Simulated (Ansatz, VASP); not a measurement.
One calculation of LaTlO2, two programs

```
CELL_PARAMETERS angstrom
3.78074 0.00000 0.00000
0.00000 3.78074 0.00000
0.00000 0.00000 5.03088
ATOMIC_POSITIONS crystal
Tl 0.00000 0.00000 0.00000
O 0.00000 0.00000 0.50000
O 0.50000 0.50000 0.00000
La 0.50000 0.50000 0.50000
```

Alike in both runs: task single point; functional HSE06; k mesh 4 × 4 × 2; occupations fermi-dirac, width 0.02 eV; no spin polarisation.

|  | VASP | Ansatz |
| --- | --- | --- |
| version | VASP 6.6.1 | Ansatz 0.2.0 |
| potentials or method | VASP PAW PBE potentials, release 64 (Tl_d, O, La) | plane waves, PAW |
| plane-wave cutoff (eV) | 520 | 420 |
| valence electrons in the cell | 36 | 36 |

|  | VASP | Ansatz | Ansatz less VASP |
| --- | --- | --- | --- |
| pressure (GPa) | 0.5 | 0.7 | +0.13 |

Ansatz's warnings: filled band counts differ across k points, stress exchange threshold loose, stress scf threshold loose.

The k mesh is coarse, so the values compare programs but aren't converged. Neither program's run includes spin-orbit coupling.
